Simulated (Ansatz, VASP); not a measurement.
## One calculation of Co, two programs

```
CELL_PARAMETERS angstrom
2.49110 0.00000 0.00000
-1.24555 2.15736 0.00000
0.00000 0.00000 4.03558
ATOMIC_POSITIONS crystal
Co 0.33333 0.66667 0.25000
Co 0.66667 0.33333 0.75000
```

Alike in both runs: task relaxation of cell and atoms; functional PBE; k mesh 18 × 18 × 10; occupations fermi-dirac, width 0.1 eV; collinear spin.

|  | VASP | Ansatz |
| --- | --- | --- |
| version | VASP 6.6.1 | Ansatz 0.2.0 |
| potentials or method | VASP PAW PBE potentials, release 64 (Co) | PAW with Ansatz's default frozen-core files, scalar-relativistic |
| plane-wave cutoff (eV) | 600 | 420 |
| valence electrons in the cell | 18 | 34 |

Ansatz gave:

| Property | Result |
| --- | --- |
| net moment per atom (μB) | 1.60 |
| size of the moment on the site where the two differ most (μB) | 1.68 |
| relaxed volume (Å³/atom) | 10.86 |
| relaxed length of the cell vector where the two differ most in proportion (Å) | 4.037 |

Task: Estimate VASP's values.

Result: net moment per atom (μB): 1.59; size of the moment on the site where the two differ most (μB): 1.61; relaxed volume (Å³/atom): 10.82; relaxed length of the cell vector where the two differ most in proportion (Å): 4.032.

Site moments also hang on the region over which each program counts them. VASP's potentials hold 18 valence electrons a cell and Ansatz's 34, so a difference there can come from the potentials and not from the codes.
